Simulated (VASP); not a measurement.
# AlN in VASP: single point with PBE

Aim: the single point of AlN with PBE.

Program: VASP 6.6.1. These are calculated values, not measurements. Logs are shortened: lines on timing, memory, paths and dates and some standing lists are left out, and cuts for length are marked.

## 1. The cell of the first run

The typed cell holds 4 atoms: a = 3.130 Å, b = 3.130 Å, c = 5.017 Å, α = 90.00°, β = 90.00°, γ = 120.00°.

## 2. Single point, PBE

Input file INCAR:

```
SYSTEM = AlN
PREC = Accurate ; ENCUT = 600
EDIFF = 1E-6 ; ISMEAR = -1
SIGMA = 0.01 ; LREAL = .FALSE.
LASPH = .TRUE. ; NELM = 120
ALGO = Normal ; ISIF = 2
LWAVE = .FALSE. ; LCHARG = .TRUE.
GGA = PE ; LELF = .TRUE.
LVHAR = .TRUE. ; NBANDS = 16
GGA_COMPAT = .FALSE.
```

Input file KPOINTS:

```
regular mesh
0
G
  10 10 6
  0 0 0
```

Input file POSCAR:

```
AlN
1.0
    3.1297569564      0.0000000289      0.0000000000
   -1.5648785032      2.7104490175      0.0000000000
    0.0000000000      0.0000000000      5.0174032965
Al N
2 2
Direct
    0.6671045717      0.3329325196      0.5000248651
    0.3329325188      0.6671045717      1.0000248649
    0.6639229735      0.3360399342      0.8799751345
    0.3360399335      0.6639229735      0.3799751347
```

Potentials or basis: VASP PAW PBE potentials, release 64 (Al, N).

The run is started by

```
> cat potpaw_PBE.64/Al/POTCAR potpaw_PBE.64/N/POTCAR > POTCAR
> mpirun -np 1 vasp_std > vasp.out
```

OUTCAR:

```text
SYSTEM = AlN
   PREC = Accurate
   ENCUT = 600
   EDIFF = 1E-6
   ISMEAR = -1
   LREAL = .FALSE.
   LASPH = .TRUE.
   NELM = 120
   ISIF = 2
   GGA = PE

 ion  position               nearest neighbor table
   1  0.667  0.333  0.500-   4 1.89   3 1.91   4 1.91   4 1.91   2 3.09   2 3.09   2 3.09   2 3.09
                             2 3.09   2 3.09
   2  0.333  0.667  0.000-   3 1.89   4 1.91   3 1.91   3 1.91   1 3.09   1 3.09   1 3.09   1 3.09
                             1 3.09   1 3.09
   3  0.664  0.336  0.880-   2 1.89   1 1.91   2 1.91   2 1.91
   4  0.336  0.664  0.380-   1 1.89   2 1.91   1 1.91   1 1.91

  LATTYP: Found a hexagonal cell.
 ALAT       =     3.1297569564
 C/A-ratio  =     1.6031287306

  Lattice vectors:

 A1 = (   3.1297569564,   0.0000000289,   0.0000000000)
 A2 = (  -1.5648785032,   2.7104490175,   0.0000000000)
 A3 = (   0.0000000000,   0.0000000000,   5.0174032965)

Analysis of symmetry for initial positions (statically):
=====================================================================
 Subroutine PRICEL returns:
 Original cell was already a primitive cell.

 Routine SETGRP: Setting up the symmetry group for a
 hexagonal supercell.

 Subroutine GETGRP returns: Found  2 space group operations
 (whereof  1 operations were pure point group operations)
 out of a pool of 24 trial point group operations.

The static configuration has the point symmetry C_1 .
 The point group associated with its full space group is C_1h.

Analysis of symmetry for dynamics (positions and initial velocities):
=====================================================================
 Subroutine PRICEL returns:
 Original cell was already a primitive cell.

 Routine SETGRP: Setting up the symmetry group for a
 hexagonal supercell.

 Subroutine GETGRP returns: Found  2 space group operations
 (whereof  1 operations were pure point group operations)
 out of a pool of 24 trial point group operations.

The dynamic configuration has the point symmetry C_1 .
 The point group associated with its full space group is C_1h.

 Subroutine INISYM returns: Found  2 space group operations
 (whereof  1 operations are pure point group operations),
 and found     1 'primitive' translations

----------------------------------------------------------------------------------------

                                     Primitive cell

  volume of cell :      42.5629

  direct lattice vectors                    reciprocal lattice vectors
     3.129756956  0.000000029  0.000000000     0.319513626  0.184471282  0.000000000
[... 95 lines left out ...]
   NFREE  =      0    steps in history (QN), initial steepest desc. (CG)
   ISIF   =      2    stress and relaxation
   ISYM   =      2    0-nonsym 1-usesym 2-fastsym
   POTIM  = 0.5000    time-step for ionic-motion
   TEBEG  =    0.0;   TEEND  =   0.0 temperature during run
   PSTRESS=    0.0 pullay stress
   NELECT =      16.0000    total number of electrons
   NUPDOWN=      -1.0000    fix difference up-down
   EMIN   =  10.00;   EMAX   =-10.00  energy-range for DOS
   EFERMI =   0.00;   METHOD = LEGACY
   ISMEAR =    -1;   SIGMA  =   0.01  broadening in eV -4-tet -1-fermi 0-gaus
   EFERMI_NEDOS =   21; number of points for ismear=-14 and -15
   IALGO  =     38    algorithm
   IMIX   =      4    mixing-type and parameters
     AMIX     =   0.40;   BMIX     =  1.00
     AMIX_MAG =   1.60;   BMIX_MAG =  1.00
  volume/ion in A,a.u.               =      10.64        71.81
  Fermi-wavevector in a.u.,A,eV,Ry     =   1.181511  2.232733 18.993310  1.395969
  Thomas-Fermi vector in A             =   2.317783
   LORBIT       =      0    0 simple, 1 ext, 2 COOP (PROOUT), +10 PAW based schemes
   GGA     = PE    functional components
   LHFCALC =     F    Hartree Fock is set to
   AEXX    =    0.0000 exact exchange contribution
   IVDW    =     0    specifies the selected vdW correction
   LEPSILON=     F    determine dielectric tensor
   LRPA    =     F    only Hartree local field effects (RPA)
 non-spin polarized calculation
  energy-cutoff  :      600.00
  volume of cell :       42.56
 maximum number of plane-waves:      1448
 NGX is ok and might be reduce to    28
   NGX = 13   NGY = 13   NGZ = 21

 number of electron      15.9999998 magnetization

 Free energy of the ion-electron system (eV)
  ---------------------------------------------------
  ext. energy  EPLUGINS =         0.00000000
  ---------------------------------------------------
  free energy    TOTEN  =       -29.78006177 eV

  energy without entropy =      -29.78006177  energy(sigma->0) =      -29.78006177

 E-fermi :   6.1710     XC(G=0): -10.8289

 val. band max:        5.9435421261   @ k =   0.0000   0.0000   0.0000
 cond. band min:      10.0126003967   @ k =   0.0000   0.0000   0.0000
 fundamental gap:      4.0690582706
 Fermi energy:         6.1710281373

 k-point     1 :       0.0000    0.0000    0.0000
  band No.  band energies     occupation
      1      -9.1025      2.00000
      2      -7.0174      2.00000
      3       0.0508      2.00000
      4       5.0966      2.00000
      5       5.1703      2.00000
      6       5.7691      2.00000
[... 433 lines left out ...]
      3       1.7016      2.00000
      4       2.0505      2.00000
      5       2.2178      2.00000
      6       3.8549      2.00000
[... 8 lines left out ...]
     15      18.0889      0.00000
     16      20.3249      0.00000

 [... further k-points ...]

------------------------ aborting loop because EDIFF is reached ----------------------------------------

  FORCE on cell =-STRESS in cart. coord.  units (eV):
  Direction    XX          YY          ZZ          XY          YZ          ZX
  --------------------------------------------------------------------------------------
  -------------------------------------------------------------------------------------
  Total       -0.0315523     -0.2803286      0.1142320     -0.2154466     -0.0009195     -0.0005309
  in kB       -1.1877114    -10.5522999      4.2999911     -8.1099712     -0.0346128     -0.0199837
  external PRESSURE =      -2.4800067 kB  Pullay stress =       0.0000000 kB

 VOLUME and BASIS-vectors are now :
 -----------------------------------------------------------------------------
  energy-cutoff  :      600.00
  volume of cell :       42.56
      direct lattice vectors                 reciprocal lattice vectors
     3.129756956  0.000000029  0.000000000     0.319513626  0.184471282  0.000000000
    -1.564878503  2.710449017  0.000000000    -0.000000003  0.368942558  0.000000000
     0.000000000  0.000000000  5.017403297     0.000000000  0.000000000  0.199306283

 POSITION                                       TOTAL-FORCE (eV/Angst)
 -----------------------------------------------------------------------------------
      1.56688      0.90240      2.50883         0.114650     -0.067997     -0.094134
     -0.00194      1.80815      0.00012        -0.116212      0.065291     -0.094134
      1.55206      0.91082      4.41519         0.180354     -0.102324      0.094134
      0.01276      1.79953      1.90649        -0.178792      0.105029      0.094134
 -----------------------------------------------------------------------------------
    total drift:                                0.000001      0.000002      0.000470

  FREE ENERGIE OF THE ION-ELECTRON SYSTEM (eV)
  ---------------------------------------------------
  free  energy   TOTEN  =       -29.7800617696 eV

  energy  without entropy=      -29.7800617696  energy(sigma->0) =      -29.78006177
```

OSZICAR:

```text
N       E                     dE             d eps       ncg     rms          rms(c)
DAV:   1     0.482360374671E+02    0.48236E+02   -0.79355E+03  5512   0.100E+03
DAV:   2    -0.304218832621E+02   -0.78658E+02   -0.71443E+02  7696   0.207E+02
DAV:   3    -0.344348346713E+02   -0.40130E+01   -0.39994E+01  7096   0.495E+01
DAV:   4    -0.344606301121E+02   -0.25795E-01   -0.25794E-01  6864   0.423E+00
DAV:   5    -0.344609703738E+02   -0.34026E-03   -0.34026E-03  7136   0.484E-01    0.121E+01
DAV:   6    -0.297609604639E+02    0.47000E+01   -0.10679E+01  6872   0.248E+01    0.408E+00
DAV:   7    -0.297920287784E+02   -0.31068E-01   -0.70363E-01  6104   0.594E+00    0.290E+00
DAV:   8    -0.297847557943E+02    0.72730E-02   -0.62645E-02  6424   0.245E+00    0.599E-01
DAV:   9    -0.297795198298E+02    0.52360E-02   -0.12037E-02  7616   0.836E-01    0.251E-01
DAV:  10    -0.297801702360E+02   -0.65041E-03   -0.25303E-03  6128   0.321E-01    0.144E-01
DAV:  11    -0.297800583321E+02    0.11190E-03   -0.24621E-04  6568   0.126E-01    0.335E-02
DAV:  12    -0.297800618934E+02   -0.35613E-05   -0.14651E-05  6344   0.298E-02    0.810E-03
DAV:  13    -0.297800617696E+02    0.12379E-06   -0.57594E-06  6480   0.197E-02
   1 F= -.29780062E+02 E0= -.29780062E+02  d E =-.107838E-12
```

stdout:

```text
POSCAR found type information on POSCAR AlN
 POSCAR found :  2 types and       4 ions
 scaLAPACK will be used
 LDA part: xc-table for (Slater+PW92), standard interpolation
 POSCAR, INCAR and KPOINTS ok, starting setup
 FFT: planning ... GRIDC
 FFT: planning ... GRID_SOFT
 FFT: planning ... GRID
 WAVECAR not read
 entering main loop
```

Wall time 3.7 min (1 thread of Intel Xeon 8259CL, shared host); peak memory 0.26 GiB.

Results:

```
Free energy            : -29.7801 eV
Pressure               : -0.2 GPa
Largest force          : 0.228 eV/Å
Band gap on the k mesh : 4.07 eV
```

Forces on the atoms (eV/Å):
```
Al   0.115 -0.068 -0.094
Al  -0.116  0.065 -0.094
N    0.180 -0.102  0.094
N   -0.179  0.105  0.094
```

Levels at points of the mesh, in eV from the valence-band top:
```
           k point  band 6  band 7  band 8  band 9  band 10  band 11
(0.00, 0.00, 0.00)   -0.17   -0.16    0.00    4.07     6.53    10.46
(0.50, 0.00, 0.00)   -2.03   -1.70   -0.66    5.72     5.80     8.03
(0.50, 0.50, 0.00)   -2.00   -1.81   -0.63    5.75     5.88     8.09
(0.00, 0.00, 0.50)   -0.52   -0.47   -0.47    6.33     6.33    10.19
(0.50, 0.00, 0.50)   -1.42   -1.34   -1.34    5.28     5.28     9.17
(0.50, 0.50, 0.50)   -1.39   -1.31   -1.31    5.23     5.23     9.20
```
